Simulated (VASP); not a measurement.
Write the native input for VASP 6.6.1 that does the following.

| Property | Result |
| --- | --- |
| Task | single point |
| Functional | PBE |
| Potentials or basis | VASP PAW PBE potentials, release 64 (Al, Cu) |
| Cutoff | 520 eV |
| k mesh | 14 × 14 × 14 |
| Occupations | fermi-dirac, width 0.15 eV |
| Spin | no spin polarisation |
| Dipole correction | no |
| Further INCAR settings | ALGO = Normal; EDIFF = 1e-06; NBANDS = 16 |

The structure of Al2Cu lies in POSCAR:

```
Al2Cu
1.0
   -2.0315510932      2.0315510932      2.8730496250
    2.0315510932     -2.0315510932      2.8730496250
    2.0315510932      2.0315510932     -2.8730496250
Al Cu
2 1
Direct
    0.7500000000      0.2500000000      0.5000000000
    0.2500000000      0.7500000000      0.5000000000
    0.5000000000      0.5000000000      0.0000000000
```

One way to write it, as run:

INCAR

```
PREC = Accurate ; ENCUT = 520
EDIFF = 1E-6 ; ISMEAR = -1
SIGMA = 0.15 ; LREAL = False
LASPH = True ; NELM = 80
ALGO = Normal ; ISIF = 2
LWAVE = False ; LCHARG = False
GGA = PE ; NBANDS = 16
```

KPOINTS

```
regular mesh
0
Gamma
  14 14 14
```

Potentials or basis: VASP PAW PBE potentials, release 64 (Al, Cu).

Command:

```console
$ cat potpaw_PBE.64/Al/POTCAR potpaw_PBE.64/Cu/POTCAR > POTCAR
$ mpirun -np 1 vasp_std > vasp.out
```

It gave:

```json
{"Pressure": "2.1 GPa", "Band gap on the k mesh": "zero (an odd number of electrons rules out a gap without spin polarisation)"}
```

It took 72 s on 1 thread of Intel(R) Xeon(R) Platinum 8259CL CPU @ 2.50GHz (Skylake/Cascade Lake), with other jobs on the host, peak memory 0.22 GiB.
